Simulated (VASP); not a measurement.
Wanted: the native input for a VASP 6.6.1 run.

```yaml
Task: single point
Functional: PBEsol
Potentials_or_basis: VASP PAW PBE potentials, release 64 (Al, Ni)
Cutoff: 520 eV
k_mesh: 14 × 14 × 14
Occupations: gaussian, width 0.15 eV
Spin: no spin polarisation
Dipole_correction: no
Further_INCAR_settings: ALGO = Fast; EDIFF = 1e-06; NBANDS = 24
```

The structure of AlNi3 lies in POSCAR:

```
AlNi3
1.0
    0.3577737511      3.0464542456      3.0464542456
    3.0464542456      0.3577737511      3.0464542456
    3.0464542456      3.0464542456      0.3577737511
Al Ni
1 3
Direct
    0.5000000000      0.5000000000      0.5000000000
    0.2500000000      0.2500000000      0.2500000000
    0.0000000000      0.0000000000      0.0000000000
    0.7500000000      0.7500000000      0.7500000000
```

These files were run (other wordings do the same):

INCAR

```
PREC = Accurate ; ENCUT = 520
EDIFF = 1E-6 ; ISMEAR = 0
SIGMA = 0.15 ; LREAL = F
LASPH = T ; NELM = 80
ALGO = Fast ; ISIF = 2
LWAVE = F ; LCHARG = F
GGA = PS ; NBANDS = 24
```

KPOINTS

```
Automatic mesh
0
Gamma
  14 14 14
```

Potentials or basis: VASP PAW PBE potentials, release 64 (Al, Ni).

Command:

```bash
$ cat potpaw_PBE.64/Al/POTCAR potpaw_PBE.64/Ni/POTCAR > POTCAR
$ mpirun -np 1 vasp_std > vasp.out
```

It gave:

| Property | Result |
| --- | --- |
| Pressure | -5.3 GPa |
| Largest force | 0.069 eV/Å |
| Band gap on the k mesh | zero (an odd number of electrons rules out a gap without spin polarisation) |

Caveat: the cell stands under tension; the PAW data sets were made with another functional, which shifts forces and pressure a little.

Wall time 2.3 min on 1 thread of Intel(R) Xeon(R) 6975P-C (Granite Rapids), on a shared host, peak memory 0.39 GiB.
